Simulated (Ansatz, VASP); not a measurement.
**Al3InSb4: VASP beside Ansatz**

```xyz
8
Lattice="4.4721 0.0000 0.0000 0.0000 8.9407 0.0000 0.0000 0.0000 6.3172" Properties=species:S:1:pos:R:3 pbc="T T T"
Al    0.0000    0.0000    6.3144
Al    2.2360    2.1755    3.1584
Al    2.2360    6.7652    3.1584
In    0.0000    4.4703    6.3170
Sb    2.2360    0.0000    1.5354
Sb    0.0000    2.1348    4.6823
Sb    2.2360    4.4703    1.7381
Sb    0.0000    6.8059    4.6823
```

Alike in both runs: functional PBE; k mesh 6 × 4 × 4; occupations gaussian, width 0.02 eV; no spin polarisation.

Ansatz relaxed the structure, and its values are those at the end. VASP's run is a single point on that final structure, the one shown.

```csv
,VASP,Ansatz
version,VASP 6.6.1,Ansatz 0.2.0
potentials or method,"VASP PAW PBE potentials, release 64 (Al, In_d, Sb), cutoff 520 eV","scalar-relativistic, plane waves, PAW"
valence electrons in the cell,42,82
```

VASP gave:

```
gap on the k mesh at the Fermi level (eV) : 0.73
least direct gap on the mesh (eV)         : 0.73
pressure (GPa)                            : 0.1
rms of the force components (eV/Å)        : 0.005
```

Q: Which values does Ansatz return?

A: gap on the k mesh at the Fermi level (eV): 0.73; least direct gap on the mesh (eV): 0.73; pressure (GPa): 0.0; rms of the force components (eV/Å): 0.001.

VASP's potentials hold 42 valence electrons a cell and Ansatz's 82, so a difference there can come from the potentials and not from the codes.

Spin-orbit coupling is off throughout.
